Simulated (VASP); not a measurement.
# Ti (I4/mmm) in VASP: further runs

Runs on Ti. Level: r2SCAN. Tasks: single point.

Everything below comes from runs of VASP 6.6.1. Logs are shortened: lines on timing, memory, paths and dates and some standing lists are left out, and cuts for length are marked.

## (1) The cell of the first run

Symmetry: I4/mmm, No. 139, tetragonal system. Conventional cell: a = 2.732 Å, b = 2.732 Å, c = 4.258 Å, α = 90.00°, β = 90.00°, γ = 90.00°. Within 3.6 Å of Ti (site symmetry 4/mmm) lie 12 Ti at 2.73 to 2.87 Å.

## (2) Single point, r2SCAN (biaxial strain in the a-b plane: -6.0 %)

POSCAR

```
Ti
1.0
    1.9318425185      1.9318425185      0.0000000000
   -1.9318425185      1.9318425185      0.0000000000
    0.0000000000      0.0000000000      4.2582741471
Ti
2
Direct
    0.0000000000      0.0000000000      0.0000000000
    0.5000000000      0.5000000000      0.5000000000
```

INCAR.step1

```
ALGO = Normal ; EDIFF = 1E-4
ENCUT = 520 ; GGA = PE
ISMEAR = 0 ; LASPH = T
LCHARG = F ; LREAL = F
LWAVE = T ; NBANDS = 19
NELM = 80 ; PREC = Accurate
SIGMA = 0.1
```

INCAR.step2

```
ALGO = Normal ; EDIFF = 1E-7
ENCUT = 520 ; ISIF = 2
ISMEAR = 0 ; ISTART = 1
LASPH = T ; LCHARG = F
LMIXTAU = T ; LREAL = F
LWAVE = F ; METAGGA = R2SCAN
NBANDS = 19 ; NELM = 80
PREC = Accurate ; SIGMA = 0.1
```

KPOINTS

```
k-points
0
Gamma
  18 18 12
```

Potentials or basis: VASP PAW PBE potentials, release 64 (Ti_sv).

The run is started by

```console
> cat potpaw_PBE.64/Ti_sv/POTCAR > POTCAR
> cp INCAR.step1 INCAR
> mpirun -np 1 vasp_std > vasp.out
> cp INCAR.step2 INCAR
> mpirun -np 1 vasp_std > vasp.out
```

OUTCAR:

```text
EDIFF = 1E-7
   ENCUT = 520
   ISIF = 2
   ISMEAR = 0
   ISTART = 1
   LASPH = T
   LREAL = F
   METAGGA = R2SCAN
   NELM = 80
   PREC = Accurate

 ion  position               nearest neighbor table
   1  0.000  0.000  0.000-   2 2.87   2 2.87   2 2.87   2 2.87   2 2.87   2 2.87   2 2.87   2 2.87

   2  0.500  0.500  0.500-   1 2.87   1 2.87   1 2.87   1 2.87   1 2.87   1 2.87   1 2.87   1 2.87

  LATTYP: Found a simple tetragonal cell.
 ALAT       =     2.7320378900
 C/A-ratio  =     1.5586438836

  Lattice vectors:

 A1 = (   1.9318425185,   1.9318425185,   0.0000000000)
 A2 = (  -1.9318425185,   1.9318425185,   0.0000000000)
 A3 = (   0.0000000000,   0.0000000000,   4.2582741471)

Analysis of symmetry for initial positions (statically):
=====================================================================
 Subroutine PRICEL returns following result:

  LATTYP: Found a body centered tetragonal cell.
 ALAT       =     2.7320378900
 C/A-ratio  =     1.5586438836

  Lattice vectors:

 A1 = (   1.9318425185,   0.0000000000,  -2.1291370735)
 A2 = (  -1.9318425185,   0.0000000000,  -2.1291370735)
 A3 = (   0.0000000000,   1.9318425185,   2.1291370735)

   2 primitive cells build up your supercell.

 Routine SETGRP: Setting up the symmetry group for a
 simple tetragonal supercell.

 Subroutine GETGRP returns: Found 16 space group operations
 (whereof 16 operations were pure point group operations)
 out of a pool of 16 trial point group operations.

The static configuration has the point symmetry D_4h.

Analysis of symmetry for dynamics (positions and initial velocities):
=====================================================================
 Subroutine PRICEL returns following result:

  LATTYP: Found a body centered tetragonal cell.
 ALAT       =     2.7320378900
 C/A-ratio  =     1.5586438836

  Lattice vectors:

 A1 = (   1.9318425185,   0.0000000000,  -2.1291370735)
 A2 = (  -1.9318425185,   0.0000000000,  -2.1291370735)
 A3 = (   0.0000000000,   1.9318425185,   2.1291370735)

   2 primitive cells build up your supercell.

 Routine SETGRP: Setting up the symmetry group for a
 simple tetragonal supercell.

[... 86 lines left out ...]
   total plane-waves  NPLWV =  12800
   dimension x,y,z NGX =    20 NGY =   20 NGZ =   32
   dimension x,y,z NGXF=    40 NGYF=   40 NGZF=   64
   ions per type =               2
   NGX,Y,Z   is equivalent  to a cutoff of  12.17, 12.17, 12.49 a.u.
   NGXF,Y,Z  is equivalent  to a cutoff of  24.34, 24.34, 24.99 a.u.
 SYSTEM =  unknown system
   PREC   = accura    normal or accurate (medium, high low for compatibility)
   ISTART =      1    job   : 0-new  1-cont  2-samecut
   ICHARG =      0    charge: 1-file 2-atom 10-const
   ISPIN  =      1    spin polarized calculation?
   LNONCOLLINEAR =      F non collinear calculations
   LSORBIT =      F    spin-orbit coupling
   LASPH  =      T    aspherical Exc in radial PAW
   ENCUT  =  520.0 eV  38.22 Ry    6.18 a.u.   5.08  5.08  7.92*2*pi/ulx,y,z
   NELM   =     80;   NELMIN=  2; NELMDL=  0     # of ELM steps
   EDIFF  = 0.1E-06   stopping-criterion for ELM
   LREAL  =      F    real-space projection
   EDIFFG = 0.1E-05   stopping-criterion for IOM
   NSW    =      0    number of steps for IOM
   IBRION =     -1    ionic relax: 0-MD 1-quasi-New 2-CG
   NFREE  =      0    steps in history (QN), initial steepest desc. (CG)
   ISIF   =      2    stress and relaxation
   ISYM   =      2    0-nonsym 1-usesym 2-fastsym
   POTIM  = 0.5000    time-step for ionic-motion
   TEBEG  =    0.0;   TEEND  =   0.0 temperature during run
   PSTRESS=    0.0 pullay stress
   NELECT =      24.0000    total number of electrons
   NUPDOWN=      -1.0000    fix difference up-down
   EMIN   =  10.00;   EMAX   =-10.00  energy-range for DOS
   EFERMI =   0.00;   METHOD = LEGACY
   ISMEAR =     0;   SIGMA  =   0.10  broadening in eV -4-tet -1-fermi 0-gaus
   EFERMI_NEDOS =   21; number of points for ismear=-14 and -15
   IALGO  =     38    algorithm
   IMIX   =      4    mixing-type and parameters
     AMIX     =   0.40;   BMIX     =  1.00
     AMIX_MAG =   1.60;   BMIX_MAG =  1.00
  volume/ion in A,a.u.               =      15.89       107.24
  Fermi-wavevector in a.u.,A,eV,Ry     =   1.490766  2.817140 30.237371  2.222384
  Thomas-Fermi vector in A             =   2.603507
   LORBIT       =      0    0 simple, 1 ext, 2 COOP (PROOUT), +10 PAW based schemes
   METAGGA = R2SCAN    functional components
   LHFCALC =     F    Hartree Fock is set to
   AEXX    =    0.0000 exact exchange contribution
   IVDW    =     0    specifies the selected vdW correction
   LEPSILON=     F    determine dielectric tensor
   LRPA    =     F    only Hartree local field effects (RPA)
 non-spin polarized calculation
 Gauss-broadening in eV      SIGMA  =   0.10
  energy-cutoff  :      520.00
  volume of cell :       31.78
 maximum number of plane-waves:       876
   NGX = 11   NGY = 11   NGZ = 15

 number of electron      24.0000005 magnetization

 Free energy of the ion-electron system (eV)
  ---------------------------------------------------
  ext. energy  EPLUGINS =         0.00000000
  ---------------------------------------------------
  free energy    TOTEN  =       -25.64038110 eV

  energy without entropy =      -25.62323443  energy(sigma->0) =      -25.63180777

 E-fermi :   9.1940     XC(G=0): -12.8720

 val. band max:        9.1936304088   @ k =   0.1667   0.1111   0.2500
 cond. band min:       9.1947296744   @ k =   0.2778   0.0000   0.2500
 fundamental gap:      0.0010992656
 Fermi energy:         9.1940027807

 k-point     1 :       0.0000    0.0000    0.0000
  band No.  band energies     occupation
      1     -49.6708      2.00000
      2     -49.4722      2.00000
      3     -25.1922      2.00000
      4     -24.5808      2.00000
      5     -24.5808      2.00000
      6     -24.3615      2.00000
[... 505 lines left out ...]
      6     -24.5439      2.00000
[... 11 lines left out ...]
     18      12.9742      0.00000
     19      13.1616      0.00000

 [... further k-points ...]
[... 5 lines left out ...]
  --------------------------------------------------------------------------------------
  -------------------------------------------------------------------------------------
  Total        2.4699489      2.4699489      1.9734153      0.0000000      0.0000000      0.0000000
  in kB      124.5063478    124.5063478     99.4768483      0.0000000      0.0000000      0.0000000
  external PRESSURE =     116.1631813 kB  Pullay stress =       0.0000000 kB

 VOLUME and BASIS-vectors are now :
 -----------------------------------------------------------------------------
  energy-cutoff  :      520.00
  volume of cell :       31.78
      direct lattice vectors                 reciprocal lattice vectors
     1.931842519  1.931842519  0.000000000     0.258820269  0.258820269  0.000000000
    -1.931842519  1.931842519  0.000000000    -0.258820269  0.258820269  0.000000000
     0.000000000  0.000000000  4.258274147     0.000000000  0.000000000  0.234836923

 POSITION                                       TOTAL-FORCE (eV/Angst)
 -----------------------------------------------------------------------------------
      0.00000      0.00000      0.00000        -0.000000      0.000000     -0.000000
      0.00000      1.93184      2.12914         0.000000     -0.000000      0.000000
 -----------------------------------------------------------------------------------
    total drift:                               -0.000000      0.000000      0.000000

  FREE ENERGIE OF THE ION-ELECTRON SYSTEM (eV)
  ---------------------------------------------------
  free  energy   TOTEN  =       -25.6403810951 eV

  energy  without entropy=      -25.6232344349  energy(sigma->0) =      -25.63180777
```

OUTCAR.step1:

```text
EDIFF = 1E-4
   ENCUT = 520
   GGA = PE
   ISMEAR = 0
   LASPH = T
[... 770 lines left out ...]
 -----------------------------------------------------------------------------------
      0.00000      0.00000      0.00000        -0.000000      0.000000      0.000000
      0.00000      1.93184      2.12914         0.000000     -0.000000     -0.000000
 -----------------------------------------------------------------------------------
    total drift:                               -0.000000      0.000000      0.000000

  FREE ENERGIE OF THE ION-ELECTRON SYSTEM (eV)
  ---------------------------------------------------
  free  energy   TOTEN  =       -15.4499797180 eV

  energy  without entropy=      -15.4306983710  energy(sigma->0) =      -15.44033904
```

OSZICAR.step1:

```text
N       E                     dE             d eps       ncg     rms          rms(c)
DAV:   1     0.255434145215E+03    0.25543E+03   -0.12657E+04 14654   0.159E+03
DAV:   2     0.762419383981E+01   -0.24781E+03   -0.24375E+03 14968   0.437E+02
DAV:   3    -0.164102877023E+02   -0.24034E+02   -0.23684E+02 26775   0.119E+02
DAV:   4    -0.171734750373E+02   -0.76319E+00   -0.76107E+00 17101   0.204E+01
DAV:   5    -0.172055274395E+02   -0.32052E-01   -0.32049E-01 20720   0.322E+00    0.129E+01
DAV:   6    -0.154221849913E+02    0.17833E+01   -0.61314E+00 17085   0.259E+01    0.348E+00
DAV:   7    -0.154204566760E+02    0.17283E-02   -0.60661E-01 21868   0.606E+00    0.208E+00
DAV:   8    -0.154583940642E+02   -0.37937E-01   -0.23560E-01 16495   0.532E+00    0.798E-01
DAV:   9    -0.154495898942E+02    0.88042E-02   -0.46737E-02 17418   0.235E+00    0.960E-02
DAV:  10    -0.154499856761E+02   -0.39578E-03   -0.25574E-03 19384   0.362E-01    0.626E-02
DAV:  11    -0.154499797180E+02    0.59580E-05   -0.21565E-04 12387   0.108E-01
   1 F= -.15449980E+02 E0= -.15440339E+02  d E =-.192813E-01
```

Run time: 8.8 min. Hardware: 1 thread of Intel Xeon 6975P-C, shared host; peak memory 0.29 GiB.

Results:

| Item | Value |
| --- | --- |
| Free energy | -25.6404 eV |
| Pressure | 11.6 GPa |
| Band gap on the k mesh | zero (band 12 reaches 10.07 eV, above the bottom of band 13 at 8.56 eV) |

Stress tensor (GPa, compression positive):
```
12.45  0.00  0.00
 0.00 12.45  0.00
 0.00  0.00  9.95
```

Caveat: the cell differs from its parent crystal (biaxial strain in the a-b plane: -6.0 %); the PAW data sets were made with another functional, which shifts forces and pressure a little.

## (3) Single point, r2SCAN (biaxial strain in the a-b plane: -6.0 %, then relaxed in part)

Edit POSCAR of step 2 so:

```diff
@@ -4,3 +4,3 @@
    -1.9318425185      1.9318425185      0.0000000000
-    0.0000000000      0.0000000000      4.2582741471
+    0.0000000000      0.0000000000      4.4975525871
 Ti
```

INCAR.step1

```
SYSTEM = Ti
PREC = Accurate
ENCUT = 520
ISMEAR = 0
SIGMA = 0.1
LREAL = .FALSE.
LASPH = .TRUE.
NELM = 100
NBANDS = 19
GGA = PE
ALGO = Normal
EDIFF = 1E-4
LWAVE = .TRUE.
LCHARG = .FALSE.
```

INCAR.step2

```
SYSTEM = Ti
PREC = Accurate
ENCUT = 520
EDIFF = 1E-6
ISMEAR = 0
SIGMA = 0.1
LREAL = .FALSE.
LASPH = .TRUE.
NELM = 100
ALGO = Normal
ISIF = 2
LWAVE = .FALSE.
LCHARG = .FALSE.
METAGGA = R2SCAN
LMIXTAU = .TRUE.
NBANDS = 19
ISTART = 1
```

KPOINTS

```
Automatic mesh
0
G
  18 18 12
  0 0 0
```

Potentials or basis: VASP PAW PBE potentials, release 64 (Ti_sv).

The run is started by

```console
> cat potpaw_PBE.64/Ti_sv/POTCAR > POTCAR
> cp INCAR.step1 INCAR
> mpirun -np 1 vasp_std > vasp.out
> cp INCAR.step2 INCAR
> mpirun -np 1 vasp_std > vasp.out
```

Wall time 7.9 min (1 thread of Intel Xeon 6975P-C, shared host); peak memory 0.31 GiB.

Results (log left out):

```yaml
Free_energy: -25.6989 eV
Pressure: 3.7 GPa
Band_gap_on_the_k_mesh: zero (band 12 reaches 9.02 eV, above the bottom of band 13 at 8.01 eV)
```

Stress tensor (GPa, compression positive):
```
5.30 0.00 0.00
0.00 5.30 0.00
0.00 0.00 0.38
```

Levels at points of the mesh, in eV from the Fermi level:
```
           k point  band 9  band 10  band 11  band 12  band 13  band 14  band 15  band 16
(0.00, 0.00, 0.00)   -6.47    -2.74    -1.57     0.26     1.18     1.63     1.63     2.01
(0.50, 0.00, 0.00)   -1.87    -1.87    -0.89    -0.89     0.09     0.09     2.22     2.22
(0.50, 0.50, 0.00)   -2.75    -2.75    -1.79    -1.79     3.68     3.68     3.88     3.88
(0.00, 0.00, 0.50)   -4.40    -4.40    -0.74    -0.74     0.60     0.60     2.73     2.73
(0.50, 0.00, 0.50)   -2.72    -2.72     0.37     0.37     0.67     0.67     1.66     1.66
(0.50, 0.50, 0.50)   -2.03    -2.03    -0.20    -0.20    -0.20    -0.20     2.35     2.35
```

Caveat: the cell differs from its parent crystal (biaxial strain in the a-b plane: -6.0 %, then relaxed in part); the PAW data sets were made with another functional, which shifts forces and pressure a little.
